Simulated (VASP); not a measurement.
# Sb (Fm-3m) in VASP: notebook, part 2 of 2

VASP 6.6.1.

**6. Single point, LDA**

This run uses another cell than the first one, of 27.73 Å³/atom, 1.040 times its volume.

Input file INCAR:

```
PREC = Accurate
ENCUT = 520
EDIFF = 1E-7
ISMEAR = -1
SIGMA = 0.05
LREAL = F
LASPH = T
NELM = 100
ALGO = Normal
ISIF = 2
LWAVE = F
LCHARG = F
NBANDS = 8
```

Input file KPOINTS:

```
regular mesh
0
Gamma
  10 10 10
```

Input file POSCAR:

```
Sb
1.0
    0.0000000000      2.4024466595      2.4024466595
    2.4024466595      0.0000000000      2.4024466595
    2.4024466595      2.4024466595      0.0000000000
Sb
1
Direct
    0.0000000000      0.0000000000      0.0000000000
```

Potentials or basis: VASP PAW LDA potentials, release 64 (Sb).

Run with:

```sh
cat potpaw_LDA.64/Sb/POTCAR > POTCAR
mpirun -np 1 vasp_std > vasp.out
```

OUTCAR:

```text
PREC = Accurate
   ENCUT = 520
   EDIFF = 1E-7
   ISMEAR = -1
   LREAL = F
   LASPH = T
   NELM = 100
   ISIF = 2

 ion  position               nearest neighbor table
   1  0.000  0.000  0.000-

  LATTYP: Found a face centered cubic cell.
 ALAT       =     4.8048933190

  Lattice vectors:

 A1 = (   0.0000000000,   2.4024466595,   2.4024466595)
 A2 = (   2.4024466595,   0.0000000000,   2.4024466595)
 A3 = (   2.4024466595,   2.4024466595,   0.0000000000)

Analysis of symmetry for initial positions (statically):
=====================================================================
 Subroutine PRICEL returns:
 Original cell was already a primitive cell.

 Routine SETGRP: Setting up the symmetry group for a
 face centered cubic supercell.

 Subroutine GETGRP returns: Found 48 space group operations
[... 9 lines left out ...]

 Routine SETGRP: Setting up the symmetry group for a
 face centered cubic supercell.

 Subroutine GETGRP returns: Found 48 space group operations
[... 11 lines left out ...]
                                     Primitive cell

  volume of cell :      27.7326

[... 129 lines left out ...]
  ---------------------------------------------------
  free energy    TOTEN  =        -4.50481011 eV

  energy without entropy =       -4.49893330  energy(sigma->0) =       -4.50187171

 E-fermi :   8.0031     XC(G=0): -10.2478

 val. band max:        7.9689097650   @ k =  -0.4000   0.4000   0.1000
 cond. band min:       8.0616119230   @ k =  -0.2000   0.2000   0.0000
 fundamental gap:      0.0927021580
 Fermi energy:         8.0031263162

 k-point     1 :       0.0000    0.0000    0.0000
  band No.  band energies     occupation
      1      -4.6941      2.00000
      2      13.0355      0.00000
      3      13.0355      0.00000
      4      13.0355      0.00000
      5      17.7000      0.00000
      6      17.7000      0.00000
      7      17.7000      0.00000
      8      18.3540      0.00000
[... 243 lines left out ...]
 k-point    24 :       0.4000    0.3000    0.0000
  band No.  band energies     occupation
      1      -1.5591      2.00000
      2       5.8929      2.00000
      3       8.2679      0.00998
      4       9.0994      0.00000
      5      13.1961      0.00000
      6      14.3427      0.00000
      7      22.1081      0.00000
      8      22.7514      0.00000

 [... further k-points ...]
[... 5 lines left out ...]
  --------------------------------------------------------------------------------------
  -------------------------------------------------------------------------------------
  Total       -0.7642558     -0.7642558     -0.7642558     -0.0000000      0.0000000     -0.0000000
  in kB      -44.1527796    -44.1527796    -44.1527796     -0.0000000      0.0000000     -0.0000000
  external PRESSURE =     -44.1527796 kB  Pullay stress =       0.0000000 kB

 VOLUME and BASIS-vectors are now :
 -----------------------------------------------------------------------------
  energy-cutoff  :      520.00
  volume of cell :       27.73
      direct lattice vectors                 reciprocal lattice vectors
     0.000000000  2.402446659  2.402446659    -0.208121166  0.208121166  0.208121166
     2.402446659  0.000000000  2.402446659     0.208121166 -0.208121166  0.208121166
     2.402446659  2.402446659  0.000000000     0.208121166  0.208121166 -0.208121166

 POSITION                                       TOTAL-FORCE (eV/Angst)
 -----------------------------------------------------------------------------------
      0.00000      0.00000      0.00000         0.000000      0.000000      0.000000
 -----------------------------------------------------------------------------------
    total drift:                                0.000000      0.000000      0.000000

  FREE ENERGIE OF THE ION-ELECTRON SYSTEM (eV)
  ---------------------------------------------------
  free  energy   TOTEN  =        -4.5048101090 eV

  energy  without entropy=       -4.4989333039  energy(sigma->0) =       -4.50187171
```

OSZICAR:

```text
N       E                     dE             d eps       ncg     rms          rms(c)
DAV:   1     0.526603901979E+01    0.52660E+01   -0.16001E+03   752   0.407E+02
DAV:   2    -0.440228419029E+01   -0.96683E+01   -0.92738E+01  1048   0.539E+01
DAV:   3    -0.451310672773E+01   -0.11082E+00   -0.11065E+00   912   0.658E+00
DAV:   4    -0.451340211980E+01   -0.29539E-03   -0.29539E-03  1168   0.417E-01
DAV:   5    -0.451340247545E+01   -0.35564E-06   -0.35590E-06   976   0.920E-03    0.168E+00
DAV:   6    -0.450772783572E+01    0.56746E-02   -0.29569E-03   840   0.239E-01    0.951E-01
DAV:   7    -0.450482469000E+01    0.29031E-02   -0.53381E-03   832   0.321E-01    0.341E-02
DAV:   8    -0.450481010779E+01    0.14582E-04   -0.49926E-05   976   0.560E-02    0.754E-03
DAV:   9    -0.450481010898E+01   -0.11876E-08   -0.39993E-07  1120   0.531E-03
   1 F= -.45048101E+01 E0= -.45018717E+01  d E =-.587681E-02
```

stdout:

```text
POSCAR found type information on POSCAR Sb
 POSCAR found :  1 types and       1 ions
 scaLAPACK will be used
 LDA part: xc-table for (Slater(with rela. corr.)+CA(PZ))
 , standard interpolation
 POSCAR, INCAR and KPOINTS ok, starting setup
 FFT: planning ... GRIDC
 FFT: planning ... GRID_SOFT
 FFT: planning ... GRID
 WAVECAR not read
 entering main loop
```

Wall time 5.1 s (1 thread of Intel Xeon 6975P-C, shared host); peak memory 0.14 GiB.

What came out:

```
Free energy : -4.5048 eV
Pressure    : -4.4 GPa
```

Caveat: spin-orbit coupling is left out, which moves the levels of the heavy elements.

**7. Summary**

| level | potentials or basis | spin | cell | k mesh | gap on the mesh (eV) | pressure (GPa) |
| --- | --- | --- | --- | --- | --- | --- |
| PBEsol | VASP PAW PBE potentials, release 64 (Sb) | non-collinear, zero start, SOC | a = 3.353 Å, angles 60.0°, 1 atom | 8 × 8 × 8 | - | -0.4 |
| LDA | VASP PAW LDA potentials, release 64 (Sb) | off | a = 3.285 Å, angles 60.0°, 1 atom | 10 × 10 × 10 | none | 1.8 |
| LDA | VASP PAW LDA potentials, release 64 (Sb) | off | a = 3.331 Å, angles 60.0°, 1 atom | 10 × 10 × 10 | none | -1.0 |
| LDA | VASP PAW LDA potentials, release 64 (Sb) | off | a = 3.376 Å, angles 60.0°, 1 atom | 10 × 10 × 10 | none | -3.4 |
| LDA | VASP PAW LDA potentials, release 64 (Sb) | off | a = 3.398 Å, angles 60.0°, 1 atom | 10 × 10 × 10 | none | -4.4 |

Alike in all rows: task single point; cutoff (eV) 520; smearing fermi-dirac 0.05 eV.

Caveats: spin-orbit coupling is left out, which moves the levels of the heavy elements (some runs); the PAW data sets were made with another functional, which shifts forces and pressure a little (some runs).

Absolute energies hang on the potentials; compare differences alone.
